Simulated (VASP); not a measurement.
A run of VASP 6.6.1 is set up as follows.

File INCAR:

```
PREC     = Accurate       # precision mode
ENCUT    = 500            # plane-wave cutoff, eV
EDIFF    = 1E-6           # SCF threshold, eV
ISMEAR   = 0              # smearing method
SIGMA    = 0.05           # smearing width, eV
LREAL    = False          # projectors in reciprocal space
LASPH    = True           # aspherical terms in the spheres
NELM     = 200            # most SCF steps
ALGO     = Normal         # electronic algorithm
ISIF     = 2              # what is computed and relaxed
LWAVE    = False          # write WAVECAR
LCHARG   = True           # write CHGCAR
ISPIN    = 2              # spin polarisation
MAGMOM   = 3.42 0.3       # initial moments
LORBIT   = 11             # projections on sites
NUPDOWN  = 4.4            # fixed moment
LMAXMIX  = 4              # l up to which the mixer works
LDAU     = True           # DFT+U
LDAUTYPE = 2            
LDAUL    = 2 -1           # shell
LDAUU    = 6 0            # U, eV
LDAUJ    = 0 0          
LDAUPRINT= 1            
LELF     = True           # ELF
LVHAR    = True         
NBANDS   = 21             # bands
GGA_COMPAT= False
```

File KPOINTS:

```
Automatic mesh
0
Gamma
  5 5 5
```

POSCAR

```
TeRu
1.0
    0.0000000000      3.1139297200      3.1139297200
    3.1139297200      0.0000000000      3.1139297200
    3.1139297200      3.1139297200      0.0000000000
Ru Te
1 1
Direct
    0.0000000000      0.0000000000      0.0000000000
    0.2500000000      0.2500000000      0.2500000000
```

Potentials or basis: VASP PAW LDA potentials, release 64 (Ru_pv, Te).

Command:

```console
$ cat potpaw_LDA.64/Ru_pv/POTCAR potpaw_LDA.64/Te/POTCAR > POTCAR
$ mpirun -np 1 vasp_std > vasp.out
```

Q: What does it give for the pressure?

A: 5.2 GPa.

Eigenvalues of the final occupation matrices:
| site | spin | trace | eigenvalues |
| --- | --- | --- | --- |
| site 1 d | 1 | 4.53 | 0.90 0.90 0.91 0.91 0.91 |
| site 1 d | 2 | 1.26 | 0.04 0.04 0.39 0.39 0.39 |

Caveat: the cell stands under pressure; spin-orbit coupling is left out, which moves the levels of the heavy elements; the total moment is fixed, so each spin has its own Fermi level and the state may be an excited one; the U is typed as a test and isn't derived for this compound. The state reached can hang on the start; a lower one may exist.
